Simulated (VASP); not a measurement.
Input of a VASP 6.6.1 run:

File INCAR:

```
SYSTEM = Si2W
PREC = Accurate
ENCUT = 520
EDIFF = 1E-7
ISMEAR = -1
SIGMA = 0.08
LREAL = .False.
LASPH = .True.
NELM = 60
ALGO = Normal
ISIF = 2
LWAVE = .False.
LCHARG = .True.
GGA = PE
LELF = .True.
LVHAR = .True.
NBANDS = 18
```

The input KPOINTS:

```
regular mesh
0
Gamma
  6 6 8
  0 0 0
```

POSCAR

```
Si2W
1.0
   -1.6069000000      1.6069000000      3.9149500000
    1.6069000000     -1.6069000000      3.9149500000
    1.6069000000      1.6069000000     -3.9149500000
Si W
2 1
Direct
    0.3529196694      0.3521679113      0.0041141328
    0.6589371745      0.6890703502      0.0058547514
   -0.0003524127     -0.0033214836     -0.0014406621
```

Potentials or basis: VASP PAW PBE potentials, release 64 (Si, W_sv).

Command:

```console
$ cat potpaw_PBE.64/Si/POTCAR potpaw_PBE.64/W_sv/POTCAR > POTCAR
$ mpirun -np 1 vasp_std > vasp.out
```

(1) What does it give for the largest force?

(2) What does it give for the pressure?

Results:

(1) 1.534 eV/Å.

(2) 5.7 GPa.

Caveat: the cell stands under pressure; forces of over 1 eV/Å act on the atoms, so gaps and moduli don't describe the material at rest.
